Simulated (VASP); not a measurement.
# Mg (P6_3/mmc) in VASP: a series of runs

Mg is run at these levels: PBEsol; tasks: relaxation of cell and atoms.

Everything below comes from runs of VASP 6.6.1. Logs are shortened: lines on timing, memory, paths and dates and some standing lists are left out, and cuts for length are marked.

## Step 1: The cell of the first run

The structure is hexagonal, space group P6_3/mmc (No. 194). Conventional cell: a = 2.689 Å, b = 2.689 Å, c = 4.344 Å, α = 90.00°, β = 90.00°, γ = 120.00°. Within 3.5 Å of Mg (site symmetry -6m2) lie 12 Mg at 2.67 to 2.69 Å.

## Step 2: Relaxation of cell and atoms, PBEsol, target pressure 30 GPa, at which the enthalpy is minimised

Input file INCAR:

```
SYSTEM = Mg
  ALGO = Normal
  EDIFF = 1E-7
  EDIFFG = -0.004
  ENCUT = 600
  GGA = PS
  GGA_COMPAT = .FALSE.
  IBRION = 2
  ISIF = 3
  ISMEAR = 0
  LASPH = .TRUE.
  LCHARG = .FALSE.
  LREAL = .FALSE.
  LWAVE = .FALSE.
  NELM = 120
  NELMIN = 4
  NSW = 70
  PREC = Accurate
  PSTRESS = 300.0
  SIGMA = 0.1
```

Input file KPOINTS:

```
k-points
0
G
  18 18 10
  0 0 0
```

Input file POSCAR:

```
Mg
1.0
    2.6887105570      0.0000000000      0.0000000000
   -1.3443552785      2.3284916457      0.0000000000
    0.0000000000      0.0000000000      4.3436202060
Mg
2
Direct
    0.3333333333      0.6666666667      0.2500000000
    0.6666666667      0.3333333333      0.7500000000
```

Potentials or basis: VASP PAW PBE potentials, release 64 (Mg).

The run is started by

```bash
> cat potpaw_PBE.64/Mg/POTCAR > POTCAR
> mpirun -np 1 vasp_std > vasp.out
```

OUTCAR:

```text
SYSTEM = Mg
   EDIFF = 1E-7
   EDIFFG = -0.004
   ENCUT = 600
   GGA = PS
   IBRION = 2
   ISIF = 3
   ISMEAR = 0
   LASPH = .TRUE.
   LREAL = .FALSE.
   NELM = 120
   NELMIN = 4
   NSW = 70
   PREC = Accurate
   PSTRESS = 300.0

 ion  position               nearest neighbor table
   1  0.333  0.667  0.250-   2 2.67   2 2.67   2 2.67   2 2.67   2 2.67   2 2.67
   2  0.667  0.333  0.750-   1 2.67   1 2.67   1 2.67   1 2.67   1 2.67   1 2.67

  LATTYP: Found a hexagonal cell.
 ALAT       =     2.6887105570
 C/A-ratio  =     1.6155030874

  Lattice vectors:

 A1 = (   2.6887105570,   0.0000000000,   0.0000000000)
 A2 = (  -1.3443552785,   2.3284916457,   0.0000000000)
 A3 = (   0.0000000000,   0.0000000000,   4.3436202060)

Analysis of symmetry for initial positions (statically):
=====================================================================
 Subroutine PRICEL returns:
 Original cell was already a primitive cell.

 Routine SETGRP: Setting up the symmetry group for a
 hexagonal supercell.

 Subroutine GETGRP returns: Found 24 space group operations
 (whereof 12 operations were pure point group operations)
 out of a pool of 24 trial point group operations.

The static configuration has the point symmetry D_3d.
 The point group associated with its full space group is D_6h.

Analysis of symmetry for dynamics (positions and initial velocities):
=====================================================================
 Subroutine PRICEL returns:
 Original cell was already a primitive cell.

 Routine SETGRP: Setting up the symmetry group for a
 hexagonal supercell.

 Subroutine GETGRP returns: Found 24 space group operations
 (whereof 12 operations were pure point group operations)
 out of a pool of 24 trial point group operations.

The dynamic configuration has the point symmetry D_3d.
 The point group associated with its full space group is D_6h.

 Subroutine INISYM returns: Found 24 space group operations
 (whereof 12 operations are pure point group operations),
 and found     1 'primitive' translations

----------------------------------------------------------------------------------------

                                     Primitive cell

  volume of cell :      27.1938

  direct lattice vectors                    reciprocal lattice vectors
     2.688710557  0.000000000  0.000000000     0.371925493  0.214731284  0.000000000
    -1.344355278  2.328491646  0.000000000     0.000000000  0.429462567  0.000000000
     0.000000000  0.000000000  4.343620206     0.000000000  0.000000000  0.230222707

  length of vectors
     2.688710557  2.688710557  4.343620206     0.429462567  0.429462567  0.230222707

  position of ions in fractional coordinates (direct lattice)
     0.333333333  0.666666667  0.250000000
     0.666666667  0.333333333  0.750000000

  ion indices of the primitive-cell ions
   primitive index   ion index
                 1           1
                 2           2

----------------------------------------------------------------------------------------

 KPOINTS: k-points

Automatic generation of k-mesh.
 Grid dimensions read from file:
 generate k-points for:   18   18   10

 Generating k-lattice:

  Cartesian coordinates                     Fractional coordinates (reciprocal lattice)
     0.020662527  0.011929516  0.000000000     0.055555556  0.000000000  0.000000000
     0.000000000  0.023859032  0.000000000     0.000000000  0.055555556  0.000000000
     0.000000000  0.000000000  0.023022271     0.000000000  0.000000000  0.100000000

  Length of vectors
     0.023859032  0.023859032  0.023022271

  Shift w.r.t. Gamma in fractional coordinates (k-lattice)
     0.000000000  0.000000000  0.000000000

 Subroutine IBZKPT returns following result:
 ===========================================

 Found    222 irreducible k-points:

 Following reciprocal coordinates:
            Coordinates               Weight
  0.000000  0.000000  0.000000      1.000000
  0.055556 -0.000000  0.000000      6.000000
  0.111111 -0.000000  0.000000      6.000000
  0.166667 -0.000000  0.000000      6.000000
  0.222222 -0.000000  0.000000      6.000000
  0.277778 -0.000000  0.000000      6.000000
[... 16 lines left out ...]
  0.333333  0.111111  0.000000     12.000000
  0.388889  0.111111  0.000000     12.000000
 [... further k-points ...]
   k-points           NKPTS =    222   k-points in BZ     NKDIM =    222   number of bands    NBANDS=      6
   number of dos      NEDOS =    301   number of ions     NIONS =      2
   total plane-waves  NPLWV =  20736
   dimension x,y,z NGX =    24 NGY =   24 NGZ =   36
   dimension x,y,z NGXF=    48 NGYF=   48 NGZF=   72
   ions per type =               2
   NGX,Y,Z   is equivalent  to a cutoff of  14.84, 14.84, 13.78 a.u.
   NGXF,Y,Z  is equivalent  to a cutoff of  29.68, 29.68, 27.56 a.u.
 SYSTEM =  Mg
   PREC   = accura    normal or accurate (medium, high low for compatibility)
   ISTART =      0    job   : 0-new  1-cont  2-samecut
   ICHARG =      2    charge: 1-file 2-atom 10-const
   ISPIN  =      1    spin polarized calculation?
   LNONCOLLINEAR =      F non collinear calculations
   LSORBIT =      F    spin-orbit coupling
   LASPH  =      T    aspherical Exc in radial PAW
   ENCUT  =  600.0 eV  44.10 Ry    6.64 a.u.   5.37  5.37  8.68*2*pi/ulx,y,z
   NELM   =    120;   NELMIN=  4; NELMDL= -5     # of ELM steps
   EDIFF  = 0.1E-06   stopping-criterion for ELM
   LREAL  =      F    real-space projection
   EDIFFG = -.4E-02   stopping-criterion for IOM
   NSW    =     70    number of steps for IOM
   IBRION =      2    ionic relax: 0-MD 1-quasi-New 2-CG
   NFREE  =      1    steps in history (QN), initial steepest desc. (CG)
   ISIF   =      3    stress and relaxation
   ISYM   =      2    0-nonsym 1-usesym 2-fastsym
   POTIM  = 0.5000    time-step for ionic-motion
   TEBEG  =    0.0;   TEEND  =   0.0 temperature during run
   PSTRESS=  300.0 pullay stress
   NELECT =       4.0000    total number of electrons
   NUPDOWN=      -1.0000    fix difference up-down
   EMIN   =  10.00;   EMAX   =-10.00  energy-range for DOS
   EFERMI =   0.00;   METHOD = LEGACY
   ISMEAR =     0;   SIGMA  =   0.10  broadening in eV -4-tet -1-fermi 0-gaus
   EFERMI_NEDOS =   21; number of points for ismear=-14 and -15
   IALGO  =     38    algorithm
   IMIX   =      4    mixing-type and parameters
     AMIX     =   0.40;   BMIX     =  1.00
     AMIX_MAG =   1.60;   BMIX_MAG =  1.00
  volume/ion in A,a.u.               =      13.60        91.76
  Fermi-wavevector in a.u.,A,eV,Ry     =   0.864181  1.633065 10.160947  0.746809
  Thomas-Fermi vector in A             =   1.982240
   LORBIT       =      0    0 simple, 1 ext, 2 COOP (PROOUT), +10 PAW based schemes
   GGA     = PS    functional components
   LHFCALC =     F    Hartree Fock is set to
   AEXX    =    0.0000 exact exchange contribution
   IVDW    =     0    specifies the selected vdW correction
   LEPSILON=     F    determine dielectric tensor
   LRPA    =     F    only Hartree local field effects (RPA)
 conjugate gradient relaxation of ions
 non-spin polarized calculation
 Gauss-broadening in eV      SIGMA  =   0.10
  energy-cutoff  :      600.00
  volume of cell :       27.19
 maximum number of plane-waves:       941
 NGX is ok and might be reduce to    24
   NGX = 11   NGY = 11   NGZ = 17

--------------------------------------- Ionic step        1  -------------------------------------------

 number of electron       4.0000000 magnetization

 Free energy of the ion-electron system (eV)
  ---------------------------------------------------
  ext. energy  EPLUGINS =         0.00000000
  ---------------------------------------------------
  free energy    TOTEN  =        -1.57785848 eV

  energy without entropy =       -1.57533945  energy(sigma->0) =       -1.57659897

 E-fermi :   6.0114     XC(G=0): -10.3607

 val. band max:        6.0008603507   @ k =   0.2222  -0.0000   0.0000
 cond. band min:       6.0129219344   @ k =   0.4444   0.0556   0.5000
 fundamental gap:      0.0120615837
 Fermi energy:         6.0114075620

 k-point     1 :       0.0000    0.0000    0.0000
  band No.  band energies     occupation
      1      -3.4916      2.00000
      2       3.4919      2.00000
      3       4.8088      2.00000
      4      20.1812      0.00000
      5      20.1812      0.00000
      6      21.2467      0.00000

 k-point     2 :       0.0556   -0.0000    0.0000
  band No.  band energies     occupation
      1      -3.4051      2.00000
      2       3.5629      2.00000
      3       4.8883      2.00000
      4      18.6040      0.00000
      5      19.6929      0.00000
      6      20.7690      0.00000
[... 604 lines left out ...]
  FREE ENERGIE OF THE ION-ELECTRON SYSTEM (eV)
  ---------------------------------------------------
  free  energy   TOTEN  =        -2.4785098878 eV

  energy  without entropy=       -2.4759802786  energy(sigma->0) =       -2.47724508

  enthalpy is  TOTEN    =         3.2945044251 eV   P V=        5.7730143130

--------------------------------------- Ionic step        6  -------------------------------------------

 number of electron       4.0000000 magnetization

 Free energy of the ion-electron system (eV)
  ---------------------------------------------------
  ext. energy  EPLUGINS =         0.00000000
  ---------------------------------------------------
  free energy    TOTEN  =        -2.47851604 eV

  energy without entropy =       -2.47598861  energy(sigma->0) =       -2.47725233

 E-fermi :   5.0444     XC(G=0):  -9.8865

 val. band max:        5.0270645768   @ k =   0.0556   0.0556   0.1000
 cond. band min:       5.0583624698   @ k =   0.4444   0.1111   0.4000
 fundamental gap:      0.0312978930
 Fermi energy:         5.0443526525

 k-point     1 :       0.0000    0.0000    0.0000
  band No.  band energies     occupation
      1      -3.7843      2.00000
      2       2.7311      2.00000
      3       3.8596      2.00000
      4      18.3690      0.00000
      5      18.3690      0.00000
      6      19.3856      0.00000

 k-point     2 :       0.0556   -0.0000    0.0000
  band No.  band energies     occupation
      1      -3.7050      2.00000
      2       2.7986      2.00000
      3       3.9335      2.00000
      4      16.8583      0.00000
      5      17.8097      0.00000
      6      18.7713      0.00000
[... 220 lines left out ...]
 POSITION                                       TOTAL-FORCE (eV/Angst)
 -----------------------------------------------------------------------------------
     -0.00000      1.61890      1.13198         0.000000     -0.000000      0.000000
      1.40201      0.80945      3.39595        -0.000000      0.000000      0.000000
 -----------------------------------------------------------------------------------
    total drift:                               -0.000000      0.000000     -0.000000

  FREE ENERGIE OF THE ION-ELECTRON SYSTEM (eV)
  ---------------------------------------------------
  free  energy   TOTEN  =        -2.4785160375 eV

  energy  without entropy=       -2.4759886140  energy(sigma->0) =       -2.47725233

  enthalpy is  TOTEN    =         3.2945041408 eV   P V=        5.7730201783

 reached required accuracy - stopping structural energy minimisation
```

Wall time 2.7 min (1 thread of AMD EPYC 7R13, shared host); peak memory 0.16 GiB.

Results:

| Property | Result |
| --- | --- |
| Free energy | -2.4785 eV |
| Relaxed volume | 15.42 Å³/atom |
| Relaxed cell | a = 2.804 Å, b = 2.804 Å, c = 4.528 Å, α = 90.00°, β = 90.00°, γ = 120.00° |
| Space group after relaxing (to 0.1 Å) | P6_3/mmc (No. 194) |
| Energy change on relaxing (the run minimises the enthalpy) | -450.3 meV/atom |
| Ionic steps | 6 |
| Pressure after relaxing | 30.0 GPa |
| Band gap on the k mesh | zero (bands 2 and 3 overlap by 2.15 eV) |

Step by step:
| step | energy change (eV) | largest force (eV/Å) | pressure (GPa) | volume (Å³) |
| --- | --- | --- | --- | --- |
| 1 | 0.0000 | 0.0000 | 51.05 | 27.19 |
| 2 | -1.4626 | 0.0000 | 15.98 | 34.85 |
| 3 | -0.9151 | 0.0000 | 29.69 | 30.91 |
| 4 | -0.9006 | 0.0000 | 30.04 | 30.83 |
| 5 | -0.9007 | 0.0000 | 30.04 | 30.83 |
| 6 | -0.9007 | 0.0000 | 30.04 | 30.83 |

Final structure:
```
Mg
1.0
     2.80402    0.00000    0.00000
    -1.40201    2.42835    0.00000
     0.00000    0.00000    4.52793
Mg
2
Direct
  0.33333 0.66667 0.25000
  0.66667 0.33333 0.75000
```

Caveat: the cell is relaxed towards a set pressure, so the run minimises the enthalpy, not the energy; the PAW data sets were made with another functional, which shifts forces and pressure a little. Zero-point motion and thermal expansion aren't in these numbers.

## Step 3: Relaxation of cell and atoms, PBEsol, target pressure 75 GPa, at which the enthalpy is minimised

Input file INCAR:

```
SYSTEM = Mg
ALGO     = Normal         ! electronic algorithm
EDIFF    = 1E-7           ! SCF threshold, eV
EDIFFG   = -0.004         ! ionic threshold
ENCUT    = 600            ! plane-wave cutoff, eV
GGA      = PS             ! functional
GGA_COMPAT= .False.      
IBRION   = 2              ! ionic algorithm
ISIF     = 3              ! what is computed and relaxed
ISMEAR   = 0              ! smearing method
LASPH    = .True.         ! aspherical terms in the spheres
LCHARG   = .False.        ! write CHGCAR
LREAL    = .False.        ! projectors in reciprocal space
LWAVE    = .False.        ! write WAVECAR
NELM     = 120            ! most SCF steps
NELMIN   = 4            
NSW      = 70             ! ionic steps
PREC     = Accurate       ! precision mode
PSTRESS  = 750.0        
SIGMA    = 0.1            ! smearing width, eV
```

Input file KPOINTS:

```
k-points
0
Gamma
  18 18 10
  0 0 0
```

POSCAR is that of step 2.

Potentials or basis: VASP PAW PBE potentials, release 64 (Mg).

The run is started by

```bash
> cat potpaw_PBE.64/Mg/POTCAR > POTCAR
> mpirun -np 1 vasp_std > vasp.out
```

OUTCAR:

```text
SYSTEM = Mg
   EDIFF = 1E-7
   EDIFFG = -0.004
   ENCUT = 600
   GGA = PS
   IBRION = 2
   ISIF = 3
   ISMEAR = 0
   LASPH = .True.
   LREAL = .False.
   NELM = 120
   NELMIN = 4
   NSW = 70
   PREC = Accurate
   PSTRESS = 750.0

 ion  position               nearest neighbor table
   1  0.333  0.667  0.250-   2 2.67   2 2.67   2 2.67   2 2.67   2 2.67   2 2.67
   2  0.667  0.333  0.750-   1 2.67   1 2.67   1 2.67   1 2.67   1 2.67   1 2.67

  LATTYP: Found a hexagonal cell.
 ALAT       =     2.6887105570
 C/A-ratio  =     1.6155030874

  Lattice vectors:

 A1 = (   2.6887105570,   0.0000000000,   0.0000000000)
 A2 = (  -1.3443552785,   2.3284916457,   0.0000000000)
 A3 = (   0.0000000000,   0.0000000000,   4.3436202060)

Analysis of symmetry for initial positions (statically):
=====================================================================
 Subroutine PRICEL returns:
 Original cell was already a primitive cell.

 Routine SETGRP: Setting up the symmetry group for a
 hexagonal supercell.

 Subroutine GETGRP returns: Found 24 space group operations
 (whereof 12 operations were pure point group operations)
[... 175 lines left out ...]
  -------------------------------------------------------------------------------------
  Total        8.6635102      8.6635102      8.6672403     -0.0000000      0.0000000      0.0000000
  in kB      510.4272955    510.4272955    510.6470632     -0.0000000      0.0000000      0.0000000
  external PRESSURE =    -239.4994486 kB  Pullay stress =     750.0000000 kB
[... 291 lines left out ...]
--------------------------------------- Ionic step        9  -------------------------------------------

 number of electron       4.0000000 magnetization

 Free energy of the ion-electron system (eV)
  ---------------------------------------------------
  ext. energy  EPLUGINS =         0.00000000
  ---------------------------------------------------
  free energy    TOTEN  =        -0.54531039 eV

  energy without entropy =       -0.54279755  energy(sigma->0) =       -0.54405397

 E-fermi :   6.8818     XC(G=0): -10.7680

 val. band max:        6.8261007193   @ k =   0.4444   0.1111   0.4000
 cond. band min:       6.8851112086   @ k =   0.3333  -0.0000   0.0000
 fundamental gap:      0.0590104893
 Fermi energy:         6.8818135395

 k-point     1 :       0.0000    0.0000    0.0000
  band No.  band energies     occupation
      1      -3.1903      2.00000
      2       4.2025      2.00000
      3       5.6578      2.00000
      4      21.7823      0.00000
      5      21.7823      0.00000
      6      22.8594      0.00000
[... 199 lines left out ...]
 k-point    24 :       0.3889    0.1111    0.0000
  band No.  band energies     occupation
      1       2.6655      2.00000
      2       5.5845      2.00000
      3       9.2264      0.00000
      4      10.6475      0.00000
      5      12.1519      0.00000
      6      12.9066      0.00000

 [... further k-points ...]

------------------------ aborting loop because EDIFF is reached ----------------------------------------

  FORCE on cell =-STRESS in cart. coord.  units (eV):
  Direction    XX          YY          ZZ          XY          YZ          ZX
  --------------------------------------------------------------------------------------
  -------------------------------------------------------------------------------------
  Total       11.4827827     11.4827826     11.4876943     -0.0000000      0.0000000     -0.0000000
  in kB      749.8339587    749.8339586    750.1546950     -0.0000000      0.0000000     -0.0000000
  external PRESSURE =      -0.0591292 kB  Pullay stress =     750.0000000 kB
[... 21 lines left out ...]
  energy  without entropy=       -0.5427975497  energy(sigma->0) =       -0.54405397

  enthalpy is  TOTEN    =        10.9400149795 eV   P V=       11.4853253680

 reached required accuracy - stopping structural energy minimisation
```

Wall time 4.4 min (1 thread of AMD EPYC 7R13, shared host); peak memory 0.17 GiB.

What came out:

```
Free energy                                                : -0.5453 eV
Relaxed volume                                             : 12.27 Å³/atom
Relaxed cell                                               : a = 2.597 Å, b = 2.597 Å, c = 4.200 Å, α = 90.00°, β = 90.00°, γ = 120.00°
Space group after relaxing (to 0.1 Å)                      : P6_3/mmc (No. 194)
Energy change on relaxing (the run minimises the enthalpy) : +516.3 meV/atom
Ionic steps                                                : 9
Pressure after relaxing                                    : 75.0 GPa
Band gap on the k mesh                                     : zero (bands 2 and 3 overlap by 2.19 eV)
```

The path:
```csv
step,energy change (eV),largest force (eV/Å),pressure (GPa),volume (Å³)
1,0.0000,0.0000,51.05,27.19
2,4.1090,0.0000,149.68,19.95
3,0.9534,0.0000,73.15,24.71
4,1.0233,0.0000,74.78,24.56
5,1.0472,0.0000,75.34,24.50
6,1.0098,0.0000,74.46,24.58
7,1.0316,0.0000,74.97,24.54
8,1.0312,0.0000,74.96,24.54
9,1.0325,0.0000,74.99,24.54
```

Final structure:
```
CELL_PARAMETERS angstrom
2.59720 0.00000 0.00000
-1.29860 2.24924 0.00000
0.00000 0.00000 4.20003
ATOMIC_POSITIONS crystal
Mg 0.33333 0.66667 0.25000
Mg 0.66667 0.33333 0.75000
```

Levels at points of the mesh, in eV from the Fermi level:
| k point | band 1 | band 2 | band 3 | band 4 | band 5 | band 6 |
| --- | --- | --- | --- | --- | --- | --- |
| (0.00, 0.00, 0.00) | -10.07 | -2.68 | -1.22 | 14.90 | 14.90 | 15.98 |
| (0.50, 0.00, 0.00) | -3.35 | -2.73 | 3.07 | 3.91 | 4.93 | 5.61 |
| (0.00, 0.00, 0.50) | -7.96 | -7.96 | 7.20 | 7.20 | 15.72 | 15.72 |
| (0.50, 0.00, 0.50) | -1.78 | -1.78 | -0.35 | -0.35 | 10.21 | 10.21 |

Caveat: the cell is relaxed towards a set pressure, so the run minimises the enthalpy, not the energy; the PAW data sets were made with another functional, which shifts forces and pressure a little.

[end of part 1 of 2]
